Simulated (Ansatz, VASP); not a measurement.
# CaO: VASP beside Ansatz

INCAR

```
SYSTEM = CaO
ALGO = Normal
EDIFF = 1E-6
ENCUT = 600
GGA = PE
GGA_COMPAT = .FALSE.
ISIF = 2
ISMEAR = 0
LASPH = .TRUE.
LCHARG = .FALSE.
LREAL = .FALSE.
LWAVE = .FALSE.
NBANDS = 15
NELM = 120
PREC = Accurate
SIGMA = 0.05
```

Contents of KPOINTS:

```
k-points
0
G
  8 8 8
  0 0 0
```

Contents of POSCAR:

```
CaO
1.0
    0.0000000000      2.6449200000      2.3510400000
    2.6449200000      0.0000000000      2.3510400000
    2.6449200000      2.6449200000      0.0000000000
Ca O
1 1
Direct
    0.0000000000      0.0000000000      0.0000000000
    0.5000000000      0.5000000000      0.5000000000
```

Input for Ansatz:

```yaml
crystal:
  lattice:
    - [0.0, 2.64492, 2.35104]
    - [2.64492, 0.0, 2.35104]
    - [2.64492, 2.64492, 0.0]
  atoms:
    - { symbol: Ca, position: [0.0, 0.0, 0.0] }
    - { symbol: O, position: [0.5, 0.5, 0.5] }
basis:
  ecutwfc: 420
kpoints:
  mp_grid: { grid: [8, 8, 8] }
hamiltonian:
  xc: pbe
scf:
  occupations: { method: gaussian, width: 0.05 }
output:
  forces: true
  stress: true
  eigenvalues: true
```

Change from the starting cell: strain +0.080 along x and y, -0.040 along z, atoms carried along.

Alike in both runs: task single point; functional PBE; k mesh 8 × 8 × 8; occupations gaussian, width 0.05 eV; no spin polarisation.

|  | VASP | Ansatz |
| --- | --- | --- |
| version | VASP 6.6.1 | Ansatz 0.2.0 |
| potentials or method | VASP PAW PBE potentials, release 64 (Ca_sv, O), cutoff 600 eV | scalar-relativistic, plane waves, PAW |
| valence electrons in the cell | 16 | 16 |

VASP gave:

```
gap on the k mesh at the Fermi level (eV)                     : 3.15
least direct gap on the mesh (eV)                             : 3.15
pressure (GPa)                                                : -9.2
traceless stress, the component that is largest in VASP (GPa) : 5.79
```

**Question.** What did Ansatz give for the same quantities?

**Answer.** gap on the k mesh at the Fermi level (eV): 3.17; least direct gap on the mesh (eV): 3.17; pressure (GPa): -9.4; traceless stress, the component that is largest in VASP (GPa): 5.46.
